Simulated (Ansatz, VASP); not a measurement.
Two plane-wave programs on Cd

INCAR

```
ALGO = Normal ; EDIFF = 1E-6
ENCUT = 500 ; GGA = PE
GGA_COMPAT = False ; ISIF = 2
ISMEAR = -1 ; LASPH = True
LCHARG = True ; LNONCOLLINEAR = True
LORBIT = 11 ; LORBMOM = True
LREAL = False ; LSORBIT = True
LVHAR = True ; LWAVE = False
MAGMOM = 0 0 0 ; NBANDS = 23
NELM = 200 ; PREC = Accurate
SIGMA = 0.15
```

The input KPOINTS:

```
k-points
0
Gamma
  4 4 4
```

File POSCAR:

```
Cd
1.0
    0.0000000000      2.2506000000      2.2506000000
    2.2506000000      0.0000000000      2.2506000000
    2.2506000000      2.2506000000      0.0000000000
Cd
1
Direct
    0.0000000000      0.0000000000      0.0000000000
```

Input for Ansatz:

```yaml
crystal:
  lattice:
    - [0, 2.2506, 2.2506]
    - [2.2506, 0, 2.2506]
    - [2.2506, 2.2506, 0]
  atoms:
    - { symbol: Cd, position: [0, 0, 0] }
kpoints:
  mp_grid: { grid: [4, 4, 4] }
hamiltonian:
  xc: pbe
  pseudopotentials: { kind: paw_fr, source: ansatz }
scf:
  occupations: { method: fermi_dirac, width: 0.15 }
  convergence: { dr2_threshold: "1e-9 eV" }
  max_iter: 300
output:
  forces: true
  stress: true
  eigenvalues: true
magnetization:
  noncollinear: true
  spin_orbit: true
```

Alike in both runs: task single point; functional PBE; k mesh 4 × 4 × 4; occupations fermi-dirac, width 0.15 eV; non-collinear spin, spin-orbit coupling.

|  | VASP | Ansatz |
| --- | --- | --- |
| version | VASP 6.6.1 | Ansatz 0.2.0 development build |
| potentials or method | VASP PAW PBE potentials, release 64 (Cd) | plane waves, PAW datasets (hand-made set) |
| plane-wave cutoff (eV) | 500 | 520 |
| valence electrons in the cell | 12 | 20 |

|  | VASP | Ansatz | Ansatz less VASP |
| --- | --- | --- | --- |
| net moment per atom (μB) | 0.00 | 0.00 | 0.000 |

With one functional, cell and mesh, what is left measures potentials, basis and numerics. VASP's potentials hold 12 valence electrons a cell and Ansatz's 20, so a difference there can come from the potentials and not from the codes. Ansatz's warnings: stress scf threshold loose.

The k mesh is coarse, so the values compare programs but aren't converged.
